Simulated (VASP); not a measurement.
# Fe3Ge (Pm-3m) in VASP: settings compared

Aim: see how the results for Fe3Ge move with the level of theory and the settings. Levels: LDA, PBEsol+D3(BJ), PBEsol. Tasks: single point.

Everything below comes from runs of VASP 6.6.1. Logs are shortened: lines on timing, memory, paths and dates and some standing lists are left out, and cuts for length are marked.

**1. The cell of the first run**

The structure is cubic, space group Pm-3m (No. 221). Conventional cell: a = 3.534 Å, b = 3.534 Å, c = 3.534 Å, α = 90.00°, β = 90.00°, γ = 90.00°. Fe (site symmetry 4/mmm) has 8 Fe at 2.50 Å and 4 Ge at 2.50 Å within 3.3 Å. Within 3.3 Å of Ge (site symmetry m-3m) lie 12 Fe at 2.50 Å.

**2. Single point, LDA, collinear spin, ferromagnetic start**

File INCAR:

```
SYSTEM = Fe3Ge
  ALGO = Normal
  EDIFF = 1E-6
  ENCUT = 520
  GGA = CA
  ISIF = 2
  ISMEAR = -1
  ISPIN = 2
  LASPH = .TRUE.
  LCHARG = .FALSE.
  LMAXMIX = 4
  LORBIT = 11
  LREAL = .FALSE.
  LWAVE = .FALSE.
  MAGMOM = 4.5 4.5 4.5 0
  NBANDS = 31
  NELM = 150
  PREC = Accurate
  SIGMA = 0.1
```

File KPOINTS:

```
k-points
0
G
  6 6 6
  0 0 0
```

File POSCAR:

```
Fe3Ge
1.0
    3.5341413610      0.0000000000      0.0000000000
    0.0000000000      3.5341413610      0.0000000000
    0.0000000000      0.0000000000      3.5341413610
Fe Ge
3 1
Direct
    0.0000000000      0.5000000000      0.5000000000
    0.5000000000      0.5000000000      0.0000000000
    0.5000000000      0.0000000000      0.5000000000
    0.0000000000      0.0000000000      0.0000000000
```

Potentials or basis: VASP PAW LDA potentials, release 64 (Fe, Ge_d).

Launch:

```console
> cat potpaw_LDA.64/Fe/POTCAR potpaw_LDA.64/Ge_d/POTCAR > POTCAR
> mpirun -np 1 vasp_std > vasp.out
```

OUTCAR:

```text
SYSTEM = Fe3Ge
   EDIFF = 1E-6
   ENCUT = 520
   GGA = CA
   ISIF = 2
   ISMEAR = -1
   ISPIN = 2
   LASPH = .TRUE.
   LORBIT = 11
   LREAL = .FALSE.
   NELM = 150
   PREC = Accurate

 ion  position               nearest neighbor table
   1  0.000  0.500  0.500-   2 2.50   3 2.50   4 2.50   2 2.50   4 2.50   3 2.50   4 2.50   4 2.50
                             2 2.50   3 2.50   2 2.50   3 2.50
   2  0.500  0.500  0.000-   1 2.50   3 2.50   4 2.50   1 2.50   3 2.50   3 2.50   4 2.50   3 2.50
                             1 2.50   4 2.50   1 2.50   4 2.50
   3  0.500  0.000  0.500-   1 2.50   2 2.50   4 2.50   2 2.50   4 2.50   1 2.50   2 2.50   2 2.50
                             1 2.50   4 2.50   4 2.50   1 2.50
   4  0.000  0.000  0.000-   1 2.50   2 2.50   3 2.50   1 2.50   3 2.50   1 2.50   2 2.50   1 2.50
                             2 2.50   3 2.50   3 2.50   2 2.50

  LATTYP: Found a simple cubic cell.
 ALAT       =     3.5341413610

  Lattice vectors:

 A1 = (   3.5341413610,   0.0000000000,   0.0000000000)
 A2 = (   0.0000000000,   3.5341413610,   0.0000000000)
 A3 = (   0.0000000000,   0.0000000000,   3.5341413610)

Analysis of symmetry for initial positions (statically):
=====================================================================
 Subroutine PRICEL returns:
 Original cell was already a primitive cell.

 Routine SETGRP: Setting up the symmetry group for a
 simple cubic supercell.

 Subroutine GETGRP returns: Found 48 space group operations
 (whereof 48 operations were pure point group operations)
 out of a pool of 48 trial point group operations.

The static configuration has the point symmetry O_h .

Analysis of symmetry for dynamics (positions and initial velocities):
=====================================================================
 Subroutine PRICEL returns:
 Original cell was already a primitive cell.

 Routine SETGRP: Setting up the symmetry group for a
 simple cubic supercell.

 Subroutine GETGRP returns: Found 48 space group operations
 (whereof 48 operations were pure point group operations)
 out of a pool of 48 trial point group operations.

The dynamic configuration has the point symmetry O_h .

Analysis of structural, dynamic, and magnetic symmetry:
=====================================================================
 Subroutine PRICEL returns:
 Original cell was already a primitive cell.

 Routine SETGRP: Setting up the symmetry group for a
 simple cubic supercell.

 Subroutine GETGRP returns: Found 48 space group operations
 (whereof 48 operations were pure point group operations)
 out of a pool of 48 trial point group operations.

The overall configuration has the point symmetry O_h .

[... 127 lines left out ...]
   LRPA    =     F    only Hartree local field effects (RPA)
 spin polarized calculation
  energy-cutoff  :      520.00
  volume of cell :       44.14
 maximum number of plane-waves:      1213
 NGX is ok and might be reduce to    28
   NGX = 13   NGY = 13   NGZ = 13

 number of electron      38.0000000 magnetization      13.5000000

 number of electron      37.9999982 magnetization       5.3855291

 Free energy of the ion-electron system (eV)
  ---------------------------------------------------
  ext. energy  EPLUGINS =         0.00000000
  ---------------------------------------------------
  free energy    TOTEN  =       -33.48926863 eV

  energy without entropy =      -33.32058161  energy(sigma->0) =      -33.40492512

 E-fermi :   8.0727     XC(G=0): -13.8368

 val. band max:        8.0610812103   @ k =   0.3333   0.1667   0.1667
 cond. band min:       8.0861935765   @ k =   0.3333   0.3333   0.3333
 fundamental gap:      0.0251123662
 Fermi energy:         8.0726686469

 spin component 1

 k-point     1 :       0.0000    0.0000    0.0000
  band No.  band energies     occupation
      1     -16.6683      1.00000
      2     -16.6683      1.00000
      3     -16.6587      1.00000
      4     -16.6587      1.00000
      5     -16.6587      1.00000
      6      -4.6376      1.00000
[... 669 lines left out ...]
     30      25.1294      0.00000
     31      25.1294      0.00000
 Fermi energy:         8.0726686469

 spin component 2

 k-point     1 :       0.0000    0.0000    0.0000
  band No.  band energies     occupation
      1     -16.6787      1.00000
      2     -16.6787      1.00000
      3     -16.6667      1.00000
      4     -16.6667      1.00000
      5     -16.6667      1.00000
      6      -4.4729      1.00000
[... 669 lines left out ...]
     30      25.2763      0.00000
     31      25.2763      0.00000

------------------------ aborting loop because EDIFF is reached ----------------------------------------

  FORCE on cell =-STRESS in cart. coord.  units (eV):
  Direction    XX          YY          ZZ          XY          YZ          ZX
  --------------------------------------------------------------------------------------
  -------------------------------------------------------------------------------------
  Total       -0.2053740     -0.2053740     -0.2053740      0.0000000      0.0000000     -0.0000000
  in kB       -7.4542563     -7.4542563     -7.4542563      0.0000000      0.0000000     -0.0000000
  external PRESSURE =      -7.4542563 kB  Pullay stress =       0.0000000 kB

 VOLUME and BASIS-vectors are now :
 -----------------------------------------------------------------------------
  energy-cutoff  :      520.00
  volume of cell :       44.14
      direct lattice vectors                 reciprocal lattice vectors
     3.534141361  0.000000000  0.000000000     0.282954160  0.000000000  0.000000000
     0.000000000  3.534141361  0.000000000     0.000000000  0.282954160  0.000000000
     0.000000000  0.000000000  3.534141361     0.000000000  0.000000000  0.282954160

 POSITION                                       TOTAL-FORCE (eV/Angst)
 -----------------------------------------------------------------------------------
      0.00000      1.76707      1.76707         0.000000      0.000000      0.000000
      1.76707      1.76707      0.00000         0.000000      0.000000      0.000000
      1.76707      0.00000      1.76707         0.000000      0.000000      0.000000
      0.00000      0.00000      0.00000         0.000000      0.000000      0.000000
 -----------------------------------------------------------------------------------
    total drift:                               -0.000000      0.000000      0.000000

  FREE ENERGIE OF THE ION-ELECTRON SYSTEM (eV)
  ---------------------------------------------------
  free  energy   TOTEN  =       -33.4892686274 eV

  energy  without entropy=      -33.3205816103  energy(sigma->0) =      -33.40492512

 total charge

# of ion       s       p       d       tot
------------------------------------------
    1        0.471   0.584   6.396   7.452
    2        0.471   0.584   6.396   7.452
    3        0.471   0.584   6.396   7.452
    4        1.099   1.386  10.150  12.635
--------------------------------------------------
tot          2.514   3.139  29.338  34.991

 magnetization (x)

# of ion       s       p       d       tot
------------------------------------------
    1        0.005   0.011   1.771   1.787
    2        0.005   0.011   1.771   1.787
    3        0.005   0.011   1.771   1.787
    4        0.008  -0.100   0.020  -0.073
--------------------------------------------------
tot          0.022  -0.065   5.332   5.289
```

stdout:

```text
POSCAR found type information on POSCAR FeGe
 POSCAR found :  2 types and       4 ions
 scaLAPACK will be used
 LDA part: xc-table for (Slater(with rela. corr.)+CA(PZ))
 , standard interpolation
 POSCAR, INCAR and KPOINTS ok, starting setup
 FFT: planning ... GRIDC
 FFT: planning ... GRID_SOFT
 FFT: planning ... GRID
 WAVECAR not read
 entering main loop
```

It took 33 s on 1 thread of Intel Xeon Platinum 8375C at 2.90GHz (Ice Lake), shared host; peak memory 0.16 GiB.

What came out:

```
Free energy                                           : -33.4893 eV
Pressure                                              : -0.7 GPa
Net moment                                            : 5.39 μB per cell
Site moments                                          : Fe +1.79; Ge -0.07 μB
Valence electrons inside the program's atomic spheres : Fe 7.45; Ge 12.63
```

[end of part 1 of 2]
